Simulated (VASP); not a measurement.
Runs of VASP 6.6.1 on TiSi2. The structure is that of space group Immm (No. 71), or close to it. The cells are those of the table. 

| level | potentials or basis | cell | gap on the mesh (eV) | pressure (GPa) | largest force (eV/Å) |
| --- | --- | --- | --- | --- | --- |
| LDA | VASP PAW LDA potentials, release 64 (Ti_sv, Si) | a = 4.779 Å, angles 144.1, 138.0, 56.4°, 3 atoms | none | -6.4 | 0.11 |
| PBE | VASP PAW PBE potentials, release 64 (Ti_sv, Si) | a = 4.811 Å, angles 144.1, 138.0, 56.4°, 3 atoms | none | -2.4 | 0.03 |
| PBEsol | VASP PAW PBE potentials, release 64 (Ti_sv, Si) | a = 4.779 Å, angles 144.1, 138.0, 56.4°, 3 atoms | none | -3.2 | 0.53 |
| PBE | VASP PAW PBE potentials, release 64 (Ti_sv, Si) | a = 4.747 Å, angles 144.1, 138.0, 56.4°, 3 atoms | none | 3.2 | - |
| PBEsol | VASP PAW PBE potentials, release 64 (Ti_sv, Si) | a = 4.873 Å, angles 144.1, 138.0, 56.4°, 3 atoms | none | -10.3 | 0.11 |
| LDA | VASP PAW LDA potentials, release 64 (Ti_sv, Si) | a = 4.873 Å, angles 144.1, 138.0, 56.4°, 3 atoms | none | (b) | 0.15 |
| PBE+D3(BJ) | VASP PAW PBE potentials, release 64 (Ti_sv, Si) | a = 4.707 Å, angles 144.0, 137.9, 56.5°, 3 atoms | none | -0.1 | - |
| LDA | VASP PAW LDA potentials, release 64 (Ti_sv, Si) | a = 4.811 Å, angles 144.1, 138.0, 56.4°, 3 atoms | none | (a) | 0.12 |
| PBE | VASP PAW PBE potentials, release 64 (Ti_sv, Si) | a = 4.873 Å, angles 144.1, 138.0, 56.4°, 3 atoms | none | -6.9 | 0.06 |
| PBEsol | VASP PAW PBE potentials, release 64 (Ti_sv, Si) | a = 4.682 Å, angles 144.1, 138.0, 56.4°, 3 atoms | none | 5.9 | 0.03 |
| PBE | VASP PAW PBE potentials, release 64 (Ti_sv, Si) | a = 4.842 Å, angles 144.1, 138.0, 56.4°, 3 atoms | none | -4.8 | (c) |

Alike in all rows: task single point; no spin polarisation; k mesh 12 × 12 × 12; cutoff (eV) 520; smearing fermi-dirac 0.05 eV.

Q: Fill in the values left out.

A: (a) -8.8; (b) -12.9; (c) 0.04.

Caveats: the PAW data sets were made with another functional, which shifts forces and pressure a little (some runs); pairwise dispersion overbinds metals, which lowers pressure and volume (some runs).

A gap of «none» marks levels without a gap at the run's occupations.
